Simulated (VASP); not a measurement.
# BeTe (Pnma) in VASP: notebook

BeTe is run at these levels: PBE; tasks: single point, relaxation of cell and atoms.

Everything below comes from runs of VASP 6.6.1. Logs are shortened: lines on timing, memory, paths and dates and some standing lists are left out, and cuts for length are marked.

## 1. The cell of the first run

The structure is orthorhombic, space group Pnma (No. 62). The conventional cell has a = 6.442 Å, b = 3.935 Å, c = 6.614 Å, α = 90.00°, β = 90.00°, γ = 90.00°. Within 3.0 Å of Be (site symmetry m) lie 4 Te at 2.30 to 2.31 Å. Te (site symmetry m) has 4 Be at 2.30 to 2.31 Å within 3.0 Å.

The cell was generated, and may not be a known phase.

## 2. Single point, PBE

INCAR reads:

```
SYSTEM = BeTe
ALGO = Normal
EDIFF = 1E-6
ENCUT = 520
GGA = PE
ISIF = 2
ISMEAR = 0
LASPH = .TRUE.
LCHARG = .FALSE.
LREAL = .FALSE.
LWAVE = .FALSE.
NBANDS = 26
NELM = 100
PREC = Accurate
SIGMA = 0.1
```

KPOINTS reads:

```
k-points
0
G
  4 4 4
  0 0 0
```

POSCAR reads:

```
BeTe
1.0
    6.4417007000      0.0000000000      0.0000000000
    0.0000000000      3.9350711100      0.0000000000
    0.0000000000      0.0000000000      6.6144430500
Be Te
4 4
Direct
    0.8210678200      0.7500000000      0.4095370000
    0.6789321800      0.2500000000      0.9095370000
    0.3210678200      0.7500000000      0.0904630000
    0.1789321800      0.2500000000      0.5904630000
    0.8210678200      0.2500000000      0.5904630000
    0.6789321800      0.7500000000      0.0904630000
    0.3210678200      0.2500000000      0.9095370000
    0.1789321800      0.7500000000      0.4095370000
```

Potentials or basis: VASP PAW PBE potentials, release 64 (Be, Te).

The run is started by

```console
cat potpaw_PBE.64/Be/POTCAR potpaw_PBE.64/Te/POTCAR > POTCAR
mpirun -np 1 vasp_std > vasp.out
```

OUTCAR:

```text
SYSTEM = BeTe
   EDIFF = 1E-6
   ENCUT = 520
   GGA = PE
   ISIF = 2
   ISMEAR = 0
   LASPH = .TRUE.
   LREAL = .FALSE.
   NELM = 100
   PREC = Accurate

 ion  position               nearest neighbor table
   1  0.821  0.750  0.410-   6 2.30   5 2.30   5 2.30   8 2.31
   2  0.679  0.250  0.910-   5 2.30   6 2.30   6 2.30   7 2.31
   3  0.321  0.750  0.090-   8 2.30   7 2.30   7 2.30   6 2.31
   4  0.179  0.250  0.590-   7 2.30   8 2.30   8 2.30   5 2.31
   5  0.821  0.250  0.590-   2 2.30   1 2.30   1 2.30   4 2.31   8 3.26   8 3.26
   6  0.679  0.750  0.090-   1 2.30   2 2.30   2 2.30   3 2.31   7 3.26   7 3.26
   7  0.321  0.250  0.910-   4 2.30   3 2.30   3 2.30   2 2.31   6 3.26   6 3.26
   8  0.179  0.750  0.410-   3 2.30   4 2.30   4 2.30   1 2.31   5 3.26   5 3.26

  LATTYP: Found a simple orthorhombic cell.
 ALAT       =     3.9350711100
 B/A-ratio  =     1.6369972791
 C/A-ratio  =     1.6808954311

  Lattice vectors:

 A1 = (   0.0000000000,  -3.9350711100,   0.0000000000)
 A2 = (   6.4417007000,   0.0000000000,   0.0000000000)
 A3 = (   0.0000000000,   0.0000000000,   6.6144430500)

Analysis of symmetry for initial positions (statically):
=====================================================================
 Subroutine PRICEL returns:
 Original cell was already a primitive cell.

 Routine SETGRP: Setting up the symmetry group for a
 simple orthorhombic supercell.

 Subroutine GETGRP returns: Found  8 space group operations
 (whereof  2 operations were pure point group operations)
 out of a pool of  8 trial point group operations.

The static configuration has the point symmetry S_2 .
 The point group associated with its full space group is D_2h.

Analysis of symmetry for dynamics (positions and initial velocities):
=====================================================================
 Subroutine PRICEL returns:
 Original cell was already a primitive cell.

 Routine SETGRP: Setting up the symmetry group for a
 simple orthorhombic supercell.

 Subroutine GETGRP returns: Found  8 space group operations
 (whereof  2 operations were pure point group operations)
 out of a pool of  8 trial point group operations.

The dynamic configuration has the point symmetry S_2 .
 The point group associated with its full space group is D_2h.

 Subroutine INISYM returns: Found  8 space group operations
 (whereof  2 operations are pure point group operations),
 and found     1 'primitive' translations

----------------------------------------------------------------------------------------

                                     Primitive cell

  volume of cell :     167.6665

  direct lattice vectors                    reciprocal lattice vectors
     6.441700700  0.000000000  0.000000000     0.155238507  0.000000000  0.000000000
     0.000000000  3.935071110  0.000000000     0.000000000  0.254125014  0.000000000
     0.000000000  0.000000000  6.614443050     0.000000000  0.000000000  0.151184309

  length of vectors
     6.441700700  3.935071110  6.614443050     0.155238507  0.254125014  0.151184309

  position of ions in fractional coordinates (direct lattice)
     0.821067820  0.750000000  0.409537000
     0.678932180  0.250000000  0.909537000
     0.321067820  0.750000000  0.090463000
     0.178932180  0.250000000  0.590463000
     0.821067820  0.250000000  0.590463000
     0.678932180  0.750000000  0.090463000
     0.321067820  0.250000000  0.909537000
     0.178932180  0.750000000  0.409537000

  ion indices of the primitive-cell ions
   primitive index   ion index
                 1           1
                 2           2
                 3           3
                 4           4
                 5           5
                 6           6
                 7           7
                 8           8

----------------------------------------------------------------------------------------

 KPOINTS: k-points

Automatic generation of k-mesh.
 Grid dimensions read from file:
 generate k-points for:    4    4    4

 Generating k-lattice:

  Cartesian coordinates                     Fractional coordinates (reciprocal lattice)
     0.038809627  0.000000000  0.000000000     0.250000000  0.000000000  0.000000000
     0.000000000  0.063531253  0.000000000     0.000000000  0.250000000  0.000000000
     0.000000000  0.000000000  0.037796077     0.000000000  0.000000000  0.250000000

  Length of vectors
     0.038809627  0.063531253  0.037796077

  Shift w.r.t. Gamma in fractional coordinates (k-lattice)
     0.000000000  0.000000000  0.000000000

 Subroutine IBZKPT returns following result:
 ===========================================

 Found     27 irreducible k-points:

 Following reciprocal coordinates:
            Coordinates               Weight
  0.000000  0.000000  0.000000      1.000000
  0.250000  0.000000  0.000000      2.000000
  0.500000  0.000000  0.000000      1.000000
  0.000000  0.250000  0.000000      2.000000
  0.250000  0.250000  0.000000      4.000000
  0.500000  0.250000  0.000000      2.000000
[... 16 lines left out ...]
  0.250000  0.250000  0.500000      4.000000
  0.500000  0.250000  0.500000      2.000000
 [... further k-points ...]
   k-points           NKPTS =     27   k-points in BZ     NKDIM =     27   number of bands    NBANDS=     26
   number of dos      NEDOS =    301   number of ions     NIONS =      8
   total plane-waves  NPLWV =  72000
   dimension x,y,z NGX =    48 NGY =   30 NGZ =   50
   dimension x,y,z NGXF=    96 NGYF=   60 NGZF=  100
   ions per type =               4   4
   NGX,Y,Z   is equivalent  to a cutoff of  12.39, 12.67, 12.57 a.u.
   NGXF,Y,Z  is equivalent  to a cutoff of  24.78, 25.35, 25.13 a.u.
 SYSTEM =  BeTe
   PREC   = accura    normal or accurate (medium, high low for compatibility)
   ISTART =      0    job   : 0-new  1-cont  2-samecut
   ICHARG =      2    charge: 1-file 2-atom 10-const
   ISPIN  =      1    spin polarized calculation?
   LNONCOLLINEAR =      F non collinear calculations
   LSORBIT =      F    spin-orbit coupling
   LASPH  =      T    aspherical Exc in radial PAW
   ENCUT  =  520.0 eV  38.22 Ry    6.18 a.u.  11.98  7.32 12.30*2*pi/ulx,y,z
   NELM   =    100;   NELMIN=  2; NELMDL= -5     # of ELM steps
   EDIFF  = 0.1E-05   stopping-criterion for ELM
   LREAL  =      F    real-space projection
   EDIFFG = 0.1E-04   stopping-criterion for IOM
   NSW    =      0    number of steps for IOM
   IBRION =     -1    ionic relax: 0-MD 1-quasi-New 2-CG
   NFREE  =      0    steps in history (QN), initial steepest desc. (CG)
   ISIF   =      2    stress and relaxation
   ISYM   =      2    0-nonsym 1-usesym 2-fastsym
   POTIM  = 0.5000    time-step for ionic-motion
   TEBEG  =    0.0;   TEEND  =   0.0 temperature during run
   PSTRESS=    0.0 pullay stress
   NELECT =      32.0000    total number of electrons
   NUPDOWN=      -1.0000    fix difference up-down
   EMIN   =  10.00;   EMAX   =-10.00  energy-range for DOS
   EFERMI =   0.00;   METHOD = LEGACY
   ISMEAR =     0;   SIGMA  =   0.10  broadening in eV -4-tet -1-fermi 0-gaus
   EFERMI_NEDOS =   21; number of points for ismear=-14 and -15
   IALGO  =     38    algorithm
   IMIX   =      4    mixing-type and parameters
     AMIX     =   0.40;   BMIX     =  1.00
     AMIX_MAG =   1.60;   BMIX_MAG =  1.00
  volume/ion in A,a.u.               =      20.96       141.43
  Fermi-wavevector in a.u.,A,eV,Ry     =   0.942561  1.781182 12.087699  0.888421
  Thomas-Fermi vector in A             =   2.070182
   LORBIT       =      0    0 simple, 1 ext, 2 COOP (PROOUT), +10 PAW based schemes
   GGA     = PE    functional components
   LHFCALC =     F    Hartree Fock is set to
   AEXX    =    0.0000 exact exchange contribution
   IVDW    =     0    specifies the selected vdW correction
   LEPSILON=     F    determine dielectric tensor
   LRPA    =     F    only Hartree local field effects (RPA)
 non-spin polarized calculation
 Gauss-broadening in eV      SIGMA  =   0.10
  energy-cutoff  :      520.00
  volume of cell :      167.67
 maximum number of plane-waves:      4540
 NGX is ok and might be reduce to    48
   NGX = 23   NGY = 15   NGZ = 25

 number of electron      31.9999998 magnetization

 Free energy of the ion-electron system (eV)
  ---------------------------------------------------
  ext. energy  EPLUGINS =         0.00000000
  ---------------------------------------------------
  free energy    TOTEN  =       -27.26573386 eV

  energy without entropy =      -27.26573386  energy(sigma->0) =      -27.26573386

 E-fermi :   6.2726     XC(G=0):  -9.1280

 val. band max:        5.7925210941   @ k =   0.0000   0.2500   0.0000
 cond. band min:       7.5041785293   @ k =   0.5000   0.0000   0.5000
 fundamental gap:      1.7116574352
 Fermi energy:         6.2726136541

 k-point     1 :       0.0000    0.0000    0.0000
  band No.  band energies     occupation
      1      -7.5476      2.00000
      2      -6.4732      2.00000
      3      -5.1815      2.00000
      4      -4.7931      2.00000
      5       0.2939      2.00000
      6       0.3257      2.00000
[... 18 lines left out ...]
     25      11.0293      0.00000
     26      11.8660      0.00000

 k-point     2 :       0.2500    0.0000    0.0000
  band No.  band energies     occupation
      1      -7.4221      2.00000
      2      -6.6759      2.00000
      3      -5.1031      2.00000
      4      -4.8307      2.00000
      5      -0.0323      2.00000
      6       0.1700      2.00000
[... 18 lines left out ...]
     25      10.6500      0.00000
[... 608 lines left out ...]
     25      11.3715      0.00000
     26      11.3715      0.00000

 k-point    24 :       0.5000    0.2500    0.5000
  band No.  band energies     occupation
      1      -6.5837      2.00000
      2      -6.5837      2.00000
      3      -5.1213      2.00000
      4      -5.1213      2.00000
      5       0.2447      2.00000
      6       0.2447      2.00000
[... 18 lines left out ...]
     25      11.1079      0.00000
     26      11.1079      0.00000

 [... further k-points ...]

------------------------ aborting loop because EDIFF is reached ----------------------------------------

  FORCE on cell =-STRESS in cart. coord.  units (eV):
  Direction    XX          YY          ZZ          XY          YZ          ZX
  --------------------------------------------------------------------------------------
  -------------------------------------------------------------------------------------
  Total       19.3987068     17.0402553     12.7945741      0.0000000      0.0000000      0.0000000
  in kB      185.3689342    162.8321927    122.2615806      0.0000000      0.0000000      0.0000000
  external PRESSURE =     156.8209025 kB  Pullay stress =       0.0000000 kB

 VOLUME and BASIS-vectors are now :
 -----------------------------------------------------------------------------
  energy-cutoff  :      520.00
  volume of cell :      167.67
      direct lattice vectors                 reciprocal lattice vectors
     6.441700700  0.000000000  0.000000000     0.155238507  0.000000000  0.000000000
     0.000000000  3.935071110  0.000000000     0.000000000  0.254125014  0.000000000
     0.000000000  0.000000000  6.614443050     0.000000000  0.000000000  0.151184309

 POSITION                                       TOTAL-FORCE (eV/Angst)
 -----------------------------------------------------------------------------------
      5.28907      2.95130      2.70886        -0.347945     -0.000000     -0.298407
      4.37348      0.98377      6.01608         0.347945     -0.000000     -0.298407
      2.06822      2.95130      0.59836        -0.347945     -0.000000      0.298407
      1.15263      0.98377      3.90558         0.347945     -0.000000      0.298407
      5.28907      0.98377      3.90558        -2.044024      0.000000      1.009486
      4.37348      2.95130      0.59836         2.044024     -0.000000      1.009486
      2.06822      0.98377      6.01608        -2.044024      0.000000     -1.009486
      1.15263      2.95130      2.70886         2.044024     -0.000000     -1.009486
 -----------------------------------------------------------------------------------
    total drift:                                0.000000     -0.000000     -0.000000

  FREE ENERGIE OF THE ION-ELECTRON SYSTEM (eV)
  ---------------------------------------------------
  free  energy   TOTEN  =       -27.2657338648 eV

  energy  without entropy=      -27.2657338648  energy(sigma->0) =      -27.26573386
```

Wall time 73 s (1 thread of AMD EPYC 9R45 (Zen 5), shared host); peak memory 0.27 GiB.

What came out:

| Quantity | Value |
| --- | --- |
| Free energy | -27.2657 eV |
| Pressure | 15.7 GPa |
| Largest force | 2.280 eV/Å |
| Band gap on the k mesh | 1.71 eV (least direct gap 2.08 eV) |

Forces in eV/Å, atoms in the order of the input:
```
Be  -0.348  0.000 -0.298
Be   0.348  0.000 -0.298
Be  -0.348  0.000  0.298
Be   0.348  0.000  0.298
Te  -2.044  0.000  1.009
Te   2.044  0.000  1.009
Te  -2.044  0.000 -1.009
Te   2.044  0.000 -1.009
```

Caveat: the stress differs along the axes, from 12 to 19 GPa; spin-orbit coupling is left out, which moves the levels of the heavy elements; forces of over 1 eV/Å act on the atoms, so gaps and moduli don't describe the material at rest.

## 3. Single point, PBE

This run uses another cell than the first one, of 25.36 Å³/atom.

INCAR reads:

```
SYSTEM = BeTe
ALGO = Normal ; EDIFF = 1E-6
ENCUT = 520 ; GGA = PE
ISIF = 2 ; ISMEAR = 0
LASPH = .TRUE. ; LCHARG = .FALSE.
LREAL = .FALSE. ; LWAVE = .FALSE.
NBANDS = 26 ; NELM = 100
PREC = Accurate ; SIGMA = 0.1
```

KPOINTS is that of step 2.

POSCAR reads:

```
BeTe
1.0
    7.1758137974      0.0000000000      0.0000000000
    0.0000000000      4.0732004937      0.0000000000
    0.0000000000      0.0000000000      6.9398317447
Be Te
4 4
Direct
    0.8557126375      0.7500000000      0.4057718973
    0.6442873625      0.2500000000      0.9057718973
    0.3557126375      0.7500000000      0.0942281027
    0.1442873625      0.2500000000      0.5942281027
    0.7971469730      0.2500000000      0.5929290736
    0.7028530270      0.7500000000      0.0929290736
    0.2971469730      0.2500000000      0.9070709264
    0.2028530270      0.7500000000      0.4070709264
```

Potentials or basis: VASP PAW PBE potentials, release 64 (Be, Te).

The run is started by

```console
cat potpaw_PBE.64/Be/POTCAR potpaw_PBE.64/Te/POTCAR > POTCAR
mpirun -np 1 vasp_std > vasp.out
```

It took 88 s on 1 thread of AMD EPYC 9R45 (Zen 5), shared host; peak memory 0.31 GiB.

The run converged. Its results:

* Free energy: -29.4798 eV
* Pressure: 0.2 GPa
* Largest force: 0.048 eV/Å
* Band gap on the k mesh: 2.21 eV

Forces on the atoms (eV/Å):
```
Be  -0.002  0.000 -0.020
Be   0.002  0.000 -0.020
Be  -0.002  0.000  0.020
Be   0.002  0.000  0.020
Te  -0.039  0.000  0.028
Te   0.039  0.000  0.028
Te  -0.039  0.000 -0.028
Te   0.039  0.000 -0.028
```

Stress tensor (GPa, compression positive):
```
0.27 0.00 0.00
0.00 0.24 0.00
0.00 0.00 0.18
```

Levels at points of the mesh, in eV from the valence-band top:
| k point | band 14 | band 15 | band 16 | band 17 | band 18 | band 19 |
| --- | --- | --- | --- | --- | --- | --- |
| (0.00, 0.00, 0.00) | -0.29 | -0.13 | 0.00 | 2.21 | 2.53 | 3.63 |
| (0.50, 0.00, 0.00) | -0.56 | -0.43 | -0.43 | 2.38 | 2.38 | 2.90 |
| (0.00, 0.50, 0.00) | -2.14 | -1.35 | -1.35 | 2.49 | 2.49 | 4.43 |
| (0.50, 0.50, 0.00) | -1.51 | -1.51 | -1.51 | 3.63 | 3.63 | 3.63 |
| (0.00, 0.00, 0.50) | -0.93 | -0.68 | -0.68 | 2.44 | 2.44 | 3.67 |
| (0.50, 0.00, 0.50) | -0.86 | -0.80 | -0.80 | 2.28 | 2.28 | 3.60 |
| (0.00, 0.50, 0.50) | -1.23 | -0.79 | -0.79 | 2.41 | 2.41 | 3.53 |
| (0.50, 0.50, 0.50) | -1.59 | -1.59 | -1.59 | 2.85 | 2.85 | 2.85 |

Caveat: spin-orbit coupling is left out, which moves the levels of the heavy elements. A k mesh can miss the band edges.

(Part 1 of 2 ends here.)
